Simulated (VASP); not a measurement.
PbO, 4 atoms in the cell. It takes space group P4/nmm (No. 129, tetragonal). The conventional cell has a = 3.915 Å, b = 3.915 Å, c = 5.022 Å, α = 90.00°, β = 90.00°, γ = 90.00°. Within 3.0 Å of Pb (site symmetry 4mm) lie 4 O at 2.29 Å. O (site symmetry -4m2) has 4 Pb at 2.29 Å and 4 O at 2.77 Å within 3.0 Å.  This cell differs from its parent crystal: strain -0.015 along x and y, +0.000 along z.

```yaml
Program: VASP 6.6.1
Task: single point
Functional: PBE
Potentials_or_basis: VASP PAW PBE potentials, release 64 (Pb_d, O)
Cutoff: 520 eV
k_mesh: 8 × 8 × 6
Occupations: gaussian, width 0.05 eV
Spin: no spin polarisation
Dipole_correction: no
Further_INCAR_settings: ALGO = Normal; EDIFF = 1e-06; NBANDS = 28
```

Potentials or basis: VASP PAW PBE potentials, release 64 (Pb_d, O).

Run with:

```bash
$ cat potpaw_PBE.64/Pb_d/POTCAR potpaw_PBE.64/O/POTCAR > POTCAR
$ mpirun -np 1 vasp_std > vasp.out
```

Hardware: 1 thread of Intel(R) Xeon(R) 6975P-C (Granite Rapids), with other jobs on the host.

Task: Estimate the wall time of this run.

Result: Run time: 60 s on 1 thread of Intel(R) Xeon(R) 6975P-C (Granite Rapids), on a shared host, peak memory 0.24 GiB. Counts: scf iterations 15, k points 60.
